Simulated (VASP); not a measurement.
# NaCl (Fm-3m) in VASP: further runs, part 2 of 2

VASP 6.6.1.

**4. Single point, BLYP+D4**

This run uses another cell than the first one, of 22.45 Å³/atom.

Contents of INCAR:

```
  PREC = Accurate
  ENCUT = 520
  EDIFF = 1E-6
  ISMEAR = -1
  SIGMA = 0.05
  LREAL = F
  LASPH = T
  NELM = 60
  ALGO = Normal
  ISIF = 2
  LWAVE = F
  LCHARG = F
  GGA = B5
  ALDAX = 1.0
  AGGAX = 1.0
  AGGAC = 1.0
  ALDAC = 0.0
  IVDW = 13
  VDW_S6 = 1.0
  VDW_S8 = 2.34076671
  VDW_A1 = 0.44488865
  VDW_A2 = 4.0933009
  NBANDS = 14
```

Contents of KPOINTS:

```
Automatic mesh
0
Gamma
  8 8 8
```

Contents of POSCAR:

```
NaCl
1.0
    0.0000000000      2.8209892741      2.8209892741
    2.8209892741      0.0000000000      2.8209892741
    2.8209892741      2.8209892741      0.0000000000
Cl Na
1 1
Direct
    0.5000000000      0.5000000000      0.5000000000
    0.0000000000      0.0000000000      0.0000000000
```

Potentials or basis: VASP PAW PBE potentials, release 64 (Cl, Na_pv).

Launch:

```
> cat potpaw_PBE.64/Cl/POTCAR potpaw_PBE.64/Na_pv/POTCAR > POTCAR
> mpirun -np 1 vasp_std > vasp.out
```

OUTCAR:

```text
PREC = Accurate
   ENCUT = 520
   EDIFF = 1E-6
   ISMEAR = -1
   LREAL = F
   LASPH = T
   NELM = 60
   ISIF = 2
   GGA = B5
   IVDW = 13

 ion  position               nearest neighbor table
   1  0.500  0.500  0.500-
   2  0.000  0.000  0.000-

  LATTYP: Found a face centered cubic cell.
 ALAT       =     5.6419785482

  Lattice vectors:

 A1 = (   0.0000000000,   2.8209892741,   2.8209892741)
 A2 = (   2.8209892741,   0.0000000000,   2.8209892741)
 A3 = (   2.8209892741,   2.8209892741,   0.0000000000)

Analysis of symmetry for initial positions (statically):
=====================================================================
 Subroutine PRICEL returns:
 Original cell was already a primitive cell.

 Routine SETGRP: Setting up the symmetry group for a
 face centered cubic supercell.

 Subroutine GETGRP returns: Found 48 space group operations
 (whereof 48 operations were pure point group operations)
 out of a pool of 48 trial point group operations.

The static configuration has the point symmetry O_h .

Analysis of symmetry for dynamics (positions and initial velocities):
=====================================================================
 Subroutine PRICEL returns:
 Original cell was already a primitive cell.

 Routine SETGRP: Setting up the symmetry group for a
 face centered cubic supercell.

 Subroutine GETGRP returns: Found 48 space group operations
 (whereof 48 operations were pure point group operations)
 out of a pool of 48 trial point group operations.

The dynamic configuration has the point symmetry O_h .

 Subroutine INISYM returns: Found 48 space group operations
 (whereof 48 operations are pure point group operations),
 and found     1 'primitive' translations

----------------------------------------------------------------------------------------

                                     Primitive cell

  volume of cell :      44.8988

[... 117 lines left out ...]
   LEPSILON=     F    determine dielectric tensor
   LRPA    =     F    only Hartree local field effects (RPA)
 non-spin polarized calculation
  energy-cutoff  :      520.00
  volume of cell :       44.90
 maximum number of plane-waves:      1243
 NGX is ok and might be reduce to    30
   NGX = 15   NGY = 15   NGZ = 15

 number of electron      13.9999996 magnetization

 Free energy of the ion-electron system (eV)
  ---------------------------------------------------
  ext. energy  EPLUGINS =         0.00000000
  ---------------------------------------------------
  free energy    TOTEN  =        -6.38253684 eV

  energy without entropy =       -6.38253683  energy(sigma->0) =       -6.38253683

 E-fermi :   0.5914     XC(G=0):  -7.8532

 val. band max:       -0.4583429522   @ k =   0.0000   0.0000   0.0000
 cond. band min:       4.6894295814   @ k =   0.0000   0.0000   0.0000
 fundamental gap:      5.1477725336
 Fermi energy:         0.5914107767

 k-point     1 :       0.0000    0.0000    0.0000
  band No.  band energies     occupation
      1     -21.5495      2.00000
      2     -21.5495      2.00000
      3     -21.5495      2.00000
      4     -13.0862      2.00000
      5      -0.4583      2.00000
      6      -0.4583      2.00000
      7      -0.4583      2.00000
      8       4.6894      0.00000
      9      10.6792      0.00000
     10      10.6792      0.00000
     11      10.6792      0.00000
     12      12.7829      0.00000
     13      12.7829      0.00000
     14      14.7546      0.00000
[... 377 lines left out ...]
      1     -21.5719      2.00000
      2     -21.5574      2.00000
      3     -21.5537      2.00000
      4     -12.7205      2.00000
      5      -2.0934      2.00000
      6      -1.2100      2.00000
      7      -0.8669      2.00000
      8       7.9634      0.00000
      9       9.0129      0.00000
     10       9.9032      0.00000
     11      11.2486      0.00000
     12      13.8876      0.00000
     13      15.1194      0.00000
     14      16.1365      0.00000

 [... further k-points ...]

------------------------ aborting loop because EDIFF is reached ----------------------------------------

  DFT-D4 for vdW energy calculation

  Edisp (eV):   -0.35327

  FORCE on cell =-STRESS in cart. coord.  units (eV):
  Direction    XX          YY          ZZ          XY          YZ          ZX
  --------------------------------------------------------------------------------------
  -------------------------------------------------------------------------------------
  Total      -0.02280    -0.02280    -0.02280    -0.00000     0.00000     0.00000
  in kB      -0.81360    -0.81360    -0.81360    -0.00000     0.00000     0.00000
  external pressure =       -0.81 kB  Pullay stress =        0.00 kB

 VOLUME and BASIS-vectors are now :
 -----------------------------------------------------------------------------
  energy-cutoff  :      520.00
  volume of cell :       44.90
      direct lattice vectors                 reciprocal lattice vectors
     0.000000000  2.820989274  2.820989274    -0.177242787  0.177242787  0.177242787
     2.820989274  0.000000000  2.820989274     0.177242787 -0.177242787  0.177242787
     2.820989274  2.820989274  0.000000000     0.177242787  0.177242787 -0.177242787

 POSITION                                       TOTAL-FORCE (eV/Angst)
 -----------------------------------------------------------------------------------
      2.82099      2.82099      2.82099         0.000000      0.000000      0.000000
      0.00000      0.00000      0.00000         0.000000      0.000000      0.000000
 -----------------------------------------------------------------------------------
    total drift:                               -0.000000      0.000000      0.000000

  FREE ENERGIE OF THE ION-ELECTRON SYSTEM (eV)
  ---------------------------------------------------
  free  energy   TOTEN  =        -6.7358063284 eV

  energy  without entropy=       -6.7358063283  energy(sigma->0) =       -6.73580633
```

Wall time 22 s (1 thread of Intel Xeon 8259CL, shared host); peak memory 0.17 GiB.

What came out:

```
Free energy                : -6.7358 eV
Pressure                   : -0.1 GPa
Band gap on the k mesh     : 5.15 eV
Dispersion energy per atom : -0.177 eV
```

Levels at points of the mesh, in eV from the valence-band top:
```csv
k point,band 3,band 4,band 5,band 6,band 7,band 8,band 9,band 10,band 11,band 12
"(0.00, 0.00, 0.00)",-21.09,-12.63,0.00,0.00,0.00,5.15,11.14,11.14,11.14,13.24
"(0.50, 0.00, 0.00)",-21.09,-12.29,-1.91,-0.26,-0.26,7.37,10.63,10.95,10.95,15.04
"(0.50, 0.50, 0.00)",-21.10,-12.25,-1.64,-0.59,-0.59,7.47,8.20,11.44,14.75,14.75
```

Caveat: the PAW data sets were made with another functional, which shifts forces and pressure a little. A k mesh can miss the band edges.

**5. The runs side by side**

| level | cell | smearing | gap on the mesh (eV) | pressure (GPa) |
| --- | --- | --- | --- | --- |
| PBE | a = 3.951 Å, angles 60.0°, 2 atoms | gaussian 0.029 eV | 5.22 | 1.5 |
| PBE | a = 3.951 Å, angles 60.0°, 2 atoms | gaussian 0.03 eV | 5.22 | 1.5 |
| BLYP+D4 | a = 3.989 Å, angles 60.0°, 2 atoms | fermi-dirac 0.05 eV | 5.15 | -0.1 |

Alike in all rows: task single point; potentials or basis VASP PAW PBE potentials, release 64 (Cl, Na_pv); no spin polarisation; k mesh 8 × 8 × 8; cutoff (eV) 520.

Caveats: the PAW data sets were made with another functional, which shifts forces and pressure a little (at least some runs).

Total energies depend on the potentials used, so only differences within one code and one set of settings carry meaning.
